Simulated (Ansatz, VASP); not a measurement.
Two plane-wave programs on HfN

Contents of INCAR:

```
PREC     = Accurate       # precision mode
ENCUT    = 520            # plane-wave cutoff, eV
EDIFF    = 1E-8           # SCF threshold, eV
ISMEAR   = -1             # smearing method
SIGMA    = 0.01           # smearing width, eV
LREAL    = F              # projectors in reciprocal space
LASPH    = T              # aspherical terms in the spheres
NELM     = 120            # most SCF steps
ALGO     = Normal         # electronic algorithm
ISIF     = 2              # what is computed and relaxed
LWAVE    = F              # write WAVECAR
LCHARG   = F              # write CHGCAR
GGA      = PE             # functional
LEFG     = T            
NBANDS   = 14             # bands
GGA_COMPAT= F
```

KPOINTS

```
Automatic mesh
0
Gamma
  10 10 10
```

Contents of POSCAR:

```
HfN
1.0
   -0.0338850000      2.2590000000      2.2590000000
    2.2590000000     -0.0338850000      2.2590000000
    2.2251150000      2.2251150000      0.0000000000
Hf N
1 1
Direct
    0.0000000000      0.0000000000      0.0000000000
    0.5000000000      0.5000000000      0.5000000000
```

Input for Ansatz:

```yaml
crystal:
  lattice:
    - [-0.033885, 2.259, 2.259]
    - [2.259, -0.033885, 2.259]
    - [2.225115, 2.225115, 0.0]
  atoms:
    - { symbol: Hf, position: [0.0, 0.0, 0.0] }
    - { symbol: "N", position: [0.5, 0.5, 0.5] }
kpoints:
  mp_grid: { grid: [10, 10, 10] }
scf:
  occupations: { method: fermi_dirac, width: 0.01 }
hamiltonian:
  xc: pbe
  pseudopotentials: { kind: paw }
output:
  forces: true
  stress: true
  eigenvalues: true
  efg: { contact_densities: true }
```

Change from the starting cell: xy shear strain of -3 %, PAW files.

Alike in both runs: task electric field gradients; functional PBE; k mesh 10 × 10 × 10; occupations fermi-dirac, width 0.01 eV; no spin polarisation.

```csv
,VASP,Ansatz
version,VASP 6.6.1,Ansatz 0.2.0
potentials or method,"VASP PAW PBE potentials, release 64 (Hf_pv, N)","PAW with Ansatz's default frozen-core files, scalar-relativistic"
plane-wave cutoff (eV),520,420
valence electrons in the cell,15,31
```

```tsv
	VASP	Ansatz	Ansatz less VASP
pressure (GPa)	3.1	5.5	+2.39
traceless stress, the component that is largest in VASP (GPa)	3.38	3.26	-0.118
size of Vzz on the site where it differs most (V/Å²)	11.9	13.0	+1.11
```

With one functional, cell and mesh, what is left measures potentials, basis and numerics. VASP's potentials hold 15 valence electrons a cell and Ansatz's 31, so a difference there can come from the potentials and not from the codes.

Spin-orbit coupling is off throughout.
